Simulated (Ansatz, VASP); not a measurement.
# One calculation of BN, two programs

```
B N
1.0
     4.26630    0.00000    0.00000
     0.00000    4.26630    0.00000
     0.00000    0.00000    2.23350
B N
4 4
Cartesian
  0.7429 3.5234 1.1167
  1.3902 1.3902 0.0000
  2.8761 2.8761 0.0000
  3.5234 0.7429 1.1167
  3.4659 3.4659 1.1167
  1.3328 2.9335 0.0000
  2.9335 1.3328 0.0000
  0.8004 0.8004 1.1167
```

Alike in both runs: task single point; functional PBEsol; k mesh 6 × 6 × 10; occupations gaussian, width 0.05 eV; no spin polarisation.

|  | VASP | Ansatz |
| --- | --- | --- |
| version | VASP 6.6.1 | Ansatz 0.2.0 |
| potentials or method | VASP PAW PBE potentials, release 64 (B, N), cutoff 520 eV | scalar-relativistic, plane waves, PAW |
| valence electrons in the cell | 32 | 32 |

|  | VASP | Ansatz | Ansatz less VASP |
| --- | --- | --- | --- |
| gap on the k mesh at the Fermi level (eV) | 3.99 | 4.02 | +0.024 |
| least direct gap on the mesh (eV) | 5.84 | 5.85 | +0.019 |
| rms of the force components (eV/Å) | 0.983 | 0.972 | -0.0109 |

VASP's potentials were made for PBE, not for PBEsol, and Ansatz warns of the same on its side. Atom by atom the forces differ by 0.011 eV/Å (rms over components). With one functional, cell and mesh, what is left measures potentials, basis and numerics.
